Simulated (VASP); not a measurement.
Write the native input for VASP 6.6.1 that does the following.

```
Task                   : single point
Functional             : PBE
Potentials or basis    : VASP PAW PBE potentials, release 64 (Sn_d, Pb_d, Se)
Cutoff                 : 520 eV
k mesh                 : 6 × 6 × 6
Occupations            : gaussian, width 0.1 eV
Spin                   : no spin polarisation
Dipole correction      : no
Further INCAR settings : ALGO = Normal; EDIFF = 1e-06; NBANDS = 50
```

The structure of Sn3PbSe4 lies in POSCAR:

```
Sn3PbSe4
1.0
    6.0419958261      0.0000000000      0.0000000000
    0.0000000000      6.0419958261      0.0000000000
    0.0000000000      0.0000000000      6.0419958261
Sn Pb Se
3 1 4
Direct
    0.5000000000      0.0000000000      0.0000000000
    0.0000000000      0.0000000000      0.5000000000
    0.0000000000      0.5000000000      0.0000000000
    0.5000000000      0.5000000000      0.5000000000
    0.0000000000      0.5000000000      0.5000000000
    0.5000000000      0.5000000000      0.0000000000
    0.0000000000      0.0000000000      0.0000000000
    0.5000000000      0.0000000000      0.5000000000
```

One way to write it, as run:

INCAR

```
  PREC = Accurate
  ENCUT = 520
  EDIFF = 1E-6
  ISMEAR = 0
  SIGMA = 0.1
  LREAL = False
  LASPH = True
  NELM = 80
  ALGO = Normal
  ISIF = 2
  LWAVE = False
  LCHARG = False
  GGA = PE
  NBANDS = 50
```

KPOINTS

```
Automatic mesh
0
Gamma
  6 6 6
```

Potentials or basis: VASP PAW PBE potentials, release 64 (Sn_d, Pb_d, Se).

The run is started by

```sh
$ cat potpaw_PBE.64/Sn_d/POTCAR potpaw_PBE.64/Pb_d/POTCAR potpaw_PBE.64/Se/POTCAR > POTCAR
$ mpirun -np 1 vasp_std > vasp.out
```

It gave:

```json
{
 "Pressure": "1.5 GPa",
 "Band gap on the k mesh": "zero (filled and empty bands touch)"
}
```

Caveat: semilocal functionals underestimate gaps, so a narrow gap can read as zero; spin-orbit coupling is left out, which moves the levels of the heavy elements.

Run time: 2.3 min on 1 thread of Intel(R) Xeon(R) Platinum 8488C (Sapphire Rapids), on a shared host, peak memory 0.44 GiB.
